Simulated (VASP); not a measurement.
Input of a VASP 6.6.1 run:

File INCAR:

```
PREC = Accurate
ENCUT = 520
EDIFF = 1E-6
ISMEAR = -1
SIGMA = 0.05
LREAL = Auto
LASPH = T
NELM = 120
ALGO = Normal
ISIF = 2
LWAVE = F
LCHARG = F
GGA = PS
NBANDS = 74
GGA_COMPAT = F
ISYM = -1
```

Contents of KPOINTS:

```
explicit points
4
Reciprocal
  0.25000000   0.25000000   0.25000000 2
  0.25000000   0.25000000   0.75000000 2
  0.25000000   0.75000000   0.25000000 2
  0.25000000   0.75000000   0.75000000 2
```

File POSCAR:

```
Sr7MgO8
1.0
    0.0000000000      5.1227470000      5.1227470000
    5.1227470000      0.0000000000      5.1227470000
    5.1227470000      5.1227470000      0.0000000000
O Sr Mg
8 7 1
Direct
    0.7496670000      0.2531930000      0.2544450000
    0.2580810000      0.7459450000      0.7441940000
    0.2484370000      0.7531300000      0.2477790000
    0.7413810000      0.2504920000      0.7535320000
    0.2501560000      0.2499770000      0.7537640000
    0.7506600000      0.7512380000      0.2511000000
    0.2442640000      0.2481830000      0.2556550000
    0.7592140000      0.7470130000      0.7407310000
    0.9998730000      0.0014680000      0.9973440000
    0.9958480000      0.9966100000      0.4986590000
    0.5052010000      0.5014170000      0.0002790000
    0.0024350000      0.5033700000      0.9955600000
    0.4972970000      0.0057300000      0.4952540000
    0.4980940000      0.9971580000      0.0031590000
    0.9976310000      0.5002540000      0.5038690000
    0.4961710000      0.5047550000      0.4972380000
```

Potentials or basis: VASP PAW PBE potentials, release 64 (O, Sr_sv, Mg).

Command:

```console
$ cat potpaw_PBE.64/O/POTCAR potpaw_PBE.64/Sr_sv/POTCAR potpaw_PBE.64/Mg/POTCAR > POTCAR
$ mpirun -np 1 vasp_std > vasp.out
```

(1) Estimate the pressure.

(2) What does it give for the largest force?

## Answers

(1) -3.3 GPa.

(2) 0.667 eV/Å.

Caveat: the PAW data sets were made with another functional, which shifts forces and pressure a little.
